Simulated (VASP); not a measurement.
# AgB2 (P6/mmm) in VASP: a series of runs, part 2 of 2

VASP 6.6.1. The steps go on from the part before.

### 4 Single point, PBE-based screened hybrid with 20 % exact exchange

Contents of POSCAR:

```
AgB2
1.0
    2.8442575066      0.0000000000      0.0000000000
   -1.4221287533      2.4631992556      0.0000000000
    0.0000000000      0.0000000000      3.6045385983
Ag B
1 2
Direct
    0.0000000000      0.0000000000      0.0000000000
    0.3333333333      0.6666666667      0.5000000000
    0.6666666667      0.3333333333      0.5000000000
```

Contents of INCAR.step1:

```
SYSTEM = AgB2
PREC = Accurate
ENCUT = 520
EDIFF = 1E-5
ISMEAR = 0
SIGMA = 0.05
LREAL = .False.
LASPH = .True.
NELM = 60
ALGO = Normal
ISIF = 2
LWAVE = .True.
LCHARG = .False.
GGA = PE
NBANDS = 16
LUSENCCL = .False.
```

Contents of INCAR.step2:

```
SYSTEM = AgB2
PREC = Accurate
ENCUT = 520
EDIFF = 1E-6
ISMEAR = 0
SIGMA = 0.05
LREAL = .False.
LASPH = .True.
NELM = 60
ALGO = Normal
ISIF = 2
LWAVE = .False.
LCHARG = .False.
GGA = PE
LHFCALC = .True.
AEXX = 0.2
HFSCREEN = 0.20787
PRECFOCK = Normal
ISTART = 1
NBANDS = 16
LUSENCCL = .False.
```

Contents of KPOINTS:

```
Automatic mesh
0
Gamma
  8 8 6
  0 0 0
```

Potentials or basis: VASP PAW PBE potentials, release 64 (Ag, B).

On the command line:

```sh
$ cat potpaw_PBE.64/Ag/POTCAR potpaw_PBE.64/B/POTCAR > POTCAR
$ cp INCAR.step1 INCAR
$ mpirun -np 1 vasp_std > vasp.out
$ cp INCAR.step2 INCAR
$ mpirun -np 1 vasp_std > vasp.out
```

OUTCAR:

```text
SYSTEM = AgB2
   PREC = Accurate
   ENCUT = 520
   EDIFF = 1E-6
   ISMEAR = 0
   LREAL = .False.
   LASPH = .True.
   NELM = 60
   ISIF = 2
   GGA = PE
   LHFCALC = .True.
   AEXX = 0.2
   HFSCREEN = 0.20787
   PRECFOCK = Normal
   ISTART = 1

 ion  position               nearest neighbor table
   1  0.000  0.000  0.000-   2 2.44   3 2.44   2 2.44   3 2.44   2 2.44   2 2.44   3 2.44   3 2.44
                             3 2.44   3 2.44   2 2.44   2 2.44
   2  0.333  0.667  0.500-   3 1.64   3 1.64   3 1.64   1 2.44   1 2.44   1 2.44   1 2.44   1 2.44
                             1 2.44
   3  0.667  0.333  0.500-   2 1.64   2 1.64   2 1.64   1 2.44   1 2.44   1 2.44   1 2.44   1 2.44
                             1 2.44

  LATTYP: Found a hexagonal cell.
 ALAT       =     2.8442575066
 C/A-ratio  =     1.2673038886

  Lattice vectors:

 A1 = (   2.8442575066,   0.0000000000,   0.0000000000)
 A2 = (  -1.4221287533,   2.4631992556,   0.0000000000)
 A3 = (   0.0000000000,   0.0000000000,   3.6045385983)

Analysis of symmetry for initial positions (statically):
=====================================================================
 Subroutine PRICEL returns:
 Original cell was already a primitive cell.

 Routine SETGRP: Setting up the symmetry group for a
 hexagonal supercell.

 Subroutine GETGRP returns: Found 24 space group operations
 (whereof 24 operations were pure point group operations)
 out of a pool of 24 trial point group operations.

The static configuration has the point symmetry D_6h.

Analysis of symmetry for dynamics (positions and initial velocities):
=====================================================================
 Subroutine PRICEL returns:
 Original cell was already a primitive cell.

 Routine SETGRP: Setting up the symmetry group for a
 hexagonal supercell.

 Subroutine GETGRP returns: Found 24 space group operations
[... 127 lines left out ...]
  Fermi-wavevector in a.u.,A,eV,Ry     =   1.434779  2.711340 28.008838  2.058592
  Thomas-Fermi vector in A             =   2.554150
   LORBIT       =      0    0 simple, 1 ext, 2 COOP (PROOUT), +10 PAW based schemes
   GGA     = PE    functional components
   LHFCALC =     T    Hartree Fock is set to
   PRECFOCK=normal    Normal, Fast or Accurate (Low or Medium for compatibility)
   ENCUT4O =  -1.0   cutoff for four orbital integrals eV
   NKREDX  =     1    reduce k-point grid by
   NKREDY  =     1    reduce k-point grid by
   NKREDZ  =     1    reduce k-point grid by
   AEXX    =    0.2000 exact exchange contribution
   HFSCREEN=    0.2079 screening length (either q_TF or 0.3 A-1)
   HFSCREENC=   0.2079 screening length for correlation (either q_TF or 0.3 A-1)
   ENCUTFOCK=  -1.0 apply spherical cutoff to Coloumb kernel
   IVDW    =     0    specifies the selected vdW correction
   LEPSILON=     F    determine dielectric tensor
   LRPA    =     F    only Hartree local field effects (RPA)
 non-spin polarized calculation
 Gauss-broadening in eV      SIGMA  =   0.05
  energy-cutoff  :      520.00
  volume of cell :       25.25
 maximum number of plane-waves:       709
 NGX is ok and might be reduce to    24
  NGX = 16; NGY = 16; NGZ = 24

 number of electron      17.0000000 magnetization

 Free energy of the ion-electron system (eV)
  ---------------------------------------------------
  ext. energy  EPLUGINS =         0.00000000
  ---------------------------------------------------
  free energy    TOTEN  =       -14.72746582 eV

  energy without entropy =      -14.72641760  energy(sigma->0) =      -14.72694171

 E-fermi :  10.0517     XC(G=0): -11.2814

 val. band max:       10.0091067515   @ k =   0.1250   0.0000   0.5000
 cond. band min:      10.0697949829   @ k =   0.1250   0.0000   0.3333
 fundamental gap:      0.0606882314
 Fermi energy:        10.0517136024

 k-point     1 :       0.0000    0.0000    0.0000
  band No.  band energies     occupation
      1      -5.4397      2.00000
      2       2.0661      2.00000
      3       3.1939      2.00000
      4       3.1939      2.00000
      5       4.6696      2.00000
      6       4.6696      2.00000
[... 433 lines left out ...]
      3       2.3278      2.00000
      4       3.3621      2.00000
      5       3.9669      2.00000
      6       5.1487      2.00000
[... 8 lines left out ...]
     15      27.1533      0.00000
     16      27.9064      0.00000

 [... further k-points ...]
[... 5 lines left out ...]
  --------------------------------------------------------------------------------------
  -------------------------------------------------------------------------------------
  Total        9.0107328      9.0107328      9.1438992      0.0000000      0.0000000      0.0000000
  in kB      571.6794144    571.6794143    580.1280630      0.0000000      0.0000000      0.0000000
  external PRESSURE =     574.4956306 kB  Pullay stress =       0.0000000 kB

 VOLUME and BASIS-vectors are now :
 -----------------------------------------------------------------------------
  energy-cutoff  :      520.00
  volume of cell :       25.25
      direct lattice vectors                 reciprocal lattice vectors
     2.844257507  0.000000000  0.000000000     0.351585606  0.202988044 -0.000000000
    -1.422128753  2.463199256  0.000000000     0.000000000  0.405976089  0.000000000
     0.000000000  0.000000000  3.604538598     0.000000000 -0.000000000  0.277428018

 POSITION                                       TOTAL-FORCE (eV/Angst)
 -----------------------------------------------------------------------------------
      0.00000      0.00000      0.00000         0.000000     -0.000000      0.000000
     -0.00000      1.64213      1.80227        -0.000000     -0.000000      0.000000
      1.42213      0.82107      1.80227        -0.000000      0.000000      0.000000
 -----------------------------------------------------------------------------------
    total drift:                                0.000001      0.000001     -0.000000

  FREE ENERGIE OF THE ION-ELECTRON SYSTEM (eV)
  ---------------------------------------------------
  free  energy   TOTEN  =       -14.7274658217 eV

  energy  without entropy=      -14.7264176021  energy(sigma->0) =      -14.72694171
```

OUTCAR.step1:

```text
SYSTEM = AgB2
   PREC = Accurate
   ENCUT = 520
   EDIFF = 1E-5
   ISMEAR = 0
   LREAL = .False.
   LASPH = .True.
   NELM = 60
[... 684 lines left out ...]
      0.00000      0.00000      0.00000         0.000000      0.000000     -0.000000
     -0.00000      1.64213      1.80227         0.000000      0.000000      0.000000
      1.42213      0.82107      1.80227        -0.000000     -0.000000     -0.000000
 -----------------------------------------------------------------------------------
    total drift:                               -0.000000      0.000000      0.000000

  FREE ENERGIE OF THE ION-ELECTRON SYSTEM (eV)
  ---------------------------------------------------
  free  energy   TOTEN  =       -13.5797626918 eV

  energy  without entropy=      -13.5776742041  energy(sigma->0) =      -13.57871845
```

It took 23 min on 1 × NVIDIA H100 80GB with 1 thread of AMD EPYC 7R13 (Zen 3), shared host; peak memory 1.2 GiB.

Results:

| Quantity | Value |
| --- | --- |
| Free energy | -14.7275 eV |
| Pressure | 57.4 GPa |
| Band gap on the k mesh | zero (an odd number of electrons rules out a gap without spin polarisation) |

Caveat: the cell stands under pressure; the PAW data sets were made with another functional, which shifts forces and pressure a little.

### 5 The runs side by side

| level | share of exact exchange | screening parameter | gap on the mesh (eV) | pressure (GPa) |
| --- | --- | --- | --- | --- |
| PBE-based screened hybrid with 25 % exact exchange | 0.25 | 0.15 1/Å | none | 57.0 |
| PBE-based global hybrid with 10 % exact exchange | 0.1 | - | none | 58.0 |
| PBE-based screened hybrid with 20 % exact exchange | 0.2 | 0.20787 1/Å | none | 57.4 |

Alike in all rows: task single point; potentials or basis VASP PAW PBE potentials, release 64 (Ag, B); no spin polarisation; cell as given; k mesh 8 × 8 × 6; cutoff (eV) 520; smearing gaussian 0.05 eV.

The pressure there spans 57.0 GPa (PBE-based screened hybrid with 25 % exact exchange) to 58.0 GPa (PBE-based global hybrid with 10 % exact exchange); a positive pressure means that this level wants a larger cell, a negative one a smaller.

Caveats: the cell stands under pressure; the PAW data sets were made with another functional, which shifts forces and pressure a little.

Total energies depend on the potentials used, so only differences within one code and one set of settings carry meaning.
